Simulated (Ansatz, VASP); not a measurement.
# One calculation of HfO2, two programs

INCAR

```
SYSTEM = HfO2
PREC = Accurate ; ENCUT = 520
EDIFF = 1E-6 ; ISMEAR = 0
SIGMA = 0.01 ; LREAL = .FALSE.
LASPH = .TRUE. ; NELM = 100
ALGO = Normal ; ISIF = 2
LWAVE = .FALSE. ; LCHARG = .FALSE.
GGA = PE ; NBANDS = 56
```

KPOINTS

```
Automatic mesh
0
G
  4 6 6
  0 0 0
```

Contents of POSCAR:

```
HfO2
1.0
    5.2945362662      0.0000000000      0.0000000000
    0.0000000000      5.0697560509      0.0000000000
    0.0000000000      0.0000000000      5.1018666730
Hf O
4 8
Direct
    0.0325987222      0.2663012768      0.2399951562
    0.4674012778      0.2663012768      0.7399951562
    0.5325987222      0.7336987232      0.2399951562
    0.9674012778      0.7336987232      0.7399951562
    0.3654165412      0.0676074763      0.3831701628
    0.1345834588      0.0676074763      0.8831701628
    0.7292125326      0.4627986641      0.4898346810
    0.7707874674      0.4627986641      0.9898346810
    0.2707874674      0.5372013359      0.9898346810
    0.2292125326      0.5372013359      0.4898346810
    0.8654165412      0.9323925237      0.3831701628
    0.6345834588      0.9323925237      0.8831701628
```

Input for Ansatz:

```yaml
crystal:
  lattice:
    - [5.2945362662, 0.0, 0.0]
    - [0.0, 5.0697560509, 0.0]
    - [0.0, 0.0, 5.101866673]
  atoms:
    - { symbol: Hf, position: [0.0325987222, 0.2663012768, 0.2399951562] }
    - { symbol: Hf, position: [0.4674012778, 0.2663012768, 0.7399951562] }
    - { symbol: Hf, position: [0.5325987222, 0.7336987232, 0.2399951562] }
    - { symbol: Hf, position: [0.9674012778, 0.7336987232, 0.7399951562] }
    - { symbol: O, position: [0.3654165412, 0.0676074763, 0.3831701628] }
    - { symbol: O, position: [0.1345834588, 0.0676074763, 0.8831701628] }
    - { symbol: O, position: [0.7292125326, 0.4627986641, 0.489834681] }
    - { symbol: O, position: [0.7707874674, 0.4627986641, 0.989834681] }
    - { symbol: O, position: [0.2707874674, 0.5372013359, 0.989834681] }
    - { symbol: O, position: [0.2292125326, 0.5372013359, 0.489834681] }
    - { symbol: O, position: [0.8654165412, 0.9323925237, 0.3831701628] }
    - { symbol: O, position: [0.6345834588, 0.9323925237, 0.8831701628] }
basis:
  ecutwfc: 420
  xc_grid: 2
kpoints:
  mp_grid: { grid: [4, 6, 6] }
hamiltonian:
  xc: pbe
  pseudopotentials: { kind: paw, azcp: { folder: soft_1 } }
scf:
  occupations: { method: fixed }
output:
  forces: true
  stress: true
  eigenvalues: true
  polarization: {}
```

Change from the starting cell: polar distortion scaled by 1.00.

Alike in both runs: task single point; functional PBE; k mesh 4 × 6 × 6; no spin polarisation.

```csv
,VASP,Ansatz
version,VASP 6.6.1,Ansatz 0.2.0
potentials or method,"VASP PAW PBE potentials, release 64 (Hf_pv, O), cutoff 520 eV","scalar-relativistic, plane waves, PAW"
occupations,"gaussian, width 0.01 eV",fixed
valence electrons in the cell,88,152
```

```csv
,VASP,Ansatz,Ansatz less VASP
gap on the k mesh at the Fermi level (eV),4.32,4.37,+0.050
least direct gap on the mesh (eV),4.57,4.62,+0.044
pressure (GPa),-3.2,0.0,+3.23
"traceless stress, the component that is largest in VASP (GPa)",0.06,0.00,-0.062
rms of the force components (eV/Å),0.027,0.000,-0.0269
```

Atom by atom the forces differ by 0.027 eV/Å (rms over components). VASP's potentials hold 88 valence electrons a cell and Ansatz's 152, so a difference there can come from the potentials and not from the codes.

Spin-orbit coupling is off throughout.
